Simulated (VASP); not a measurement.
Runs of VASP 6.6.1 on SiO2. The structure is that of space group P6_422 (No. 181), or close to it. The cells are those of the table. 

```tsv
task	cell	cutoff (eV)	gap on the mesh (eV)	pressure (GPa)	largest force (eV/Å)
single point	a = 5.039, b = 5.039, c = 5.525 Å, angles 90.0, 90.0, 120.0°, 9 atoms	520	5.49	0.6	0.01
single point	a = 5.139, b = 5.139, c = 5.459 Å, angles 90.0, 90.0, 120.0°, 9 atoms	520	5.36	(b)	0.15
relaxation of cell and atoms	relaxed from a = 5.061, b = 5.061, c = 5.541 Å, angles 90.0, 90.0, 120.0°, 9 atoms	600	5.49	0.0	-
single point	a = 4.988, b = 4.988, c = 5.591 Å, angles 90.0, 90.0, 120.0°, 9 atoms	520	5.49	1.5	0.01
single point	a = 4.858, b = 4.858, c = 5.481 Å, angles 90.0, 90.0, 120.0°, 9 atoms	520	(a)	12.8	0.01
```

Alike in all rows: level LDA; potentials or basis VASP PAW LDA potentials, release 64 (Si, O); no spin polarisation; k mesh 6 × 6 × 4; smearing gaussian 0.02 eV.

Estimate the missing entries.

(a) 5.64; (b) -4.0.

A k mesh can miss the band edges.
